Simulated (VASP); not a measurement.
Al4VN5: single point with PBE

Crystal: Al4VN5.

```xyz
20
Lattice="2.0063 2.0354 4.0531 -2.0815 -2.0570 4.1015 6.1260 -4.1109 1.9931" Properties=species:S:1:pos:R:3 pbc="T T T"
N     4.0106   -2.0338    8.0801
N     6.0945   -2.1021    6.1096
N     4.1227   -4.1224    6.0095
N    -0.0353   -0.0226    6.1211
N    -0.0313   -2.0487    4.0919
N     2.0073   -2.0395    2.0225
N     1.9906   -2.0449    6.1316
N     3.9747   -2.0492    4.1269
N    -0.0189   -0.0160    2.0127
N     2.0034   -0.0121    4.0522
Al    4.0647   -4.1499    4.0497
Al    2.0123    2.0109    4.0353
Al   -0.0544   -2.0590    6.1233
Al    1.9936   -2.0516    4.0699
Al    1.9666   -2.0369    8.1627
Al    4.0341   -2.0223    6.0863
Al   -0.0218   -0.0088    4.0739
Al    1.9897   -0.0133    6.0985
V     4.2036   -2.1008    2.1028
V     3.8947   -4.0688    8.0347
```

```json
{
 "Program": "VASP 6.6.1",
 "Task": "single point",
 "Functional": "PBE",
 "Potentials or basis": "VASP PAW PBE potentials, release 64 (N, Al, V_sv)",
 "Cutoff": "520 eV",
 "k mesh": "5 × 4 × 3",
 "Occupations": "gaussian, width 0.1 eV",
 "Spin": "no spin polarisation",
 "Dipole correction": "no",
 "Further INCAR settings": "LREAL = Auto; ALGO = Normal; EDIFF = 1e-07; NBANDS = 66; ISYM = 0"
}
```

```json
{
 "Pressure": "-0.1 GPa",
 "Largest force": "0.058 eV/Å",
 "Band gap on the k mesh": "zero (bands 50 and 51 overlap by 0.41 eV)"
}
```

Forces on the atoms (eV/Å):
```
N   -0.011  0.038 -0.020
N    0.005 -0.036  0.022
N    0.022 -0.004  0.005
N    0.012  0.003  0.005
N    0.001 -0.001 -0.006
N   -0.008  0.016  0.002
N   -0.001  0.012 -0.006
N   -0.015  0.012  0.004
N    0.009 -0.013  0.004
N    0.002 -0.006  0.005
Al  -0.019 -0.010 -0.012
Al  -0.015  0.016 -0.015
Al  -0.007  0.001 -0.007
Al   0.001 -0.019 -0.006
Al   0.013 -0.004  0.007
Al   0.021  0.012  0.020
Al  -0.005  0.011  0.005
Al  -0.008  0.005  0.004
V   -0.027 -0.006 -0.051
V    0.030 -0.027  0.039
```

Levels at points of the mesh, in eV from the Fermi level:
```tsv
k point	band 46	band 47	band 48	band 49	band 50	band 51	band 52	band 53	band 54	band 55
(0.00, 0.00, 0.00)	-1.75	-1.69	-1.54	-0.28	-0.25	0.47	0.72	0.73	1.68	2.00
(0.00, 0.50, 0.00)	-2.61	-2.25	-2.13	-0.42	0.29	0.33	0.50	0.93	1.50	2.13
```

It took 12 min on 1 thread of AMD EPYC 7R13 Processor (Zen 3), with other jobs on the host, peak memory 0.39 GiB.

Caveat: the run has no spin polarisation, though such a crystal can be magnetic. With open d or f shells a metallic result of PBE can be an artefact of self-interaction; +U or a hybrid may open a gap.
